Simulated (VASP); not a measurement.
Write the native input for VASP 6.6.1 that does the following.

```
Task                   : single point
Functional             : PBE
Potentials or basis    : VASP PAW PBE potentials, release 64 (Cs_sv, I)
Cutoff                 : 520 eV
k mesh                 : 6 × 6 × 6
Occupations            : gaussian, width 0.1 eV
Spin                   : no spin polarisation
Dipole correction      : no
Further INCAR settings : ALGO = Normal; EDIFF = 1e-07; NBANDS = 28
```

The structure of Cs3I2 lies in POSCAR:

```
Cs3I2
1.0
    4.7476419193      2.7410523401      4.7561495410
   -4.7476419193      2.7410523401      4.7561495410
    0.0000000000     -5.4821046803      4.7561495410
Cs I
3 2
Direct
    0.0000000000      0.5000000000      0.0000000000
    0.5000000000      0.0000000000      0.0000000000
    0.0000000000      0.0000000000      0.5000000000
    0.6541418297      0.6541418297      0.6541418297
    0.3458581703      0.3458581703      0.3458581703
```

One way to write it, as run:

INCAR

```
PREC = Accurate
ENCUT = 520
EDIFF = 1E-7
ISMEAR = 0
SIGMA = 0.1
LREAL = F
LASPH = T
NELM = 100
ALGO = Normal
ISIF = 2
LWAVE = F
LCHARG = F
GGA = PE
NBANDS = 28
```

KPOINTS

```
regular mesh
0
Gamma
  6 6 6
```

Potentials or basis: VASP PAW PBE potentials, release 64 (Cs_sv, I).

The run is started by

```sh
$ cat potpaw_PBE.64/Cs_sv/POTCAR potpaw_PBE.64/I/POTCAR > POTCAR
$ mpirun -np 1 vasp_std > vasp.out
```

Results of the run:

The pressure is 0.0 GPa. The largest force is 0.007 eV/Å.

Caveat: an odd number of electrons without spin polarisation forces a metal; a magnetic or distorted state may lie lower.

It took 4.1 min on 1 thread of Intel(R) Xeon(R) Platinum 8488C (Sapphire Rapids), on a shared host, peak memory 0.58 GiB.
